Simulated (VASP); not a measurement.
Input of a VASP 6.6.1 run:

File POSCAR:

```
MgO
1.0
    0.0000000000      2.2240931270      2.2240931270
    2.2240931270      0.0000000000      2.2240931270
    2.2240931270      2.2240931270      0.0000000000
Mg O
1 1
Direct
    0.0000000000      0.0000000000      0.0000000000
    0.5000000000      0.5000000000      0.5000000000
```

File INCAR.step1:

```
SYSTEM = MgO
ALGO = Normal
EDIFF = 1E-5
ENCUT = 920
GGA = PE
GGA_COMPAT = .False.
ISMEAR = 0
LASPH = .True.
LCHARG = .False.
LREAL = .False.
LWAVE = .True.
NBANDS = 15
NELM = 120
PREC = Accurate
SIGMA = 0.01
```

Contents of INCAR.step2:

```
SYSTEM = MgO
ALGO = Normal
EDIFF = 1E-6
ENCUT = 920
GGA_COMPAT = .False.
ISIF = 2
ISMEAR = 0
ISTART = 1
LASPH = .True.
LCHARG = .False.
LMIXTAU = .True.
LREAL = .False.
LWAVE = .False.
METAGGA = R2SCAN
NBANDS = 15
NELM = 120
PREC = Accurate
SIGMA = 0.01
```

File KPOINTS:

```
k-points
0
Gamma
  10 10 10
  0 0 0
```

Potentials or basis: VASP PAW PBE potentials, release 64 (Mg_sv, O).

Run with:

```sh
$ cat potpaw_PBE.64/Mg_sv/POTCAR potpaw_PBE.64/O/POTCAR > POTCAR
$ cp INCAR.step1 INCAR
$ mpirun -np 1 vasp_std > vasp.out
$ cp INCAR.step2 INCAR
$ mpirun -np 1 vasp_std > vasp.out
```

Question: What does it give for the pressure?

Answer: -19.7 GPa.

Question: Predict the band gap on the k mesh.

Answer: 4.16 eV.

Caveat: the cell differs from its parent crystal (strain +5.8%); the cell stands under tension; the PAW data sets were made with another functional, which shifts forces and pressure a little.
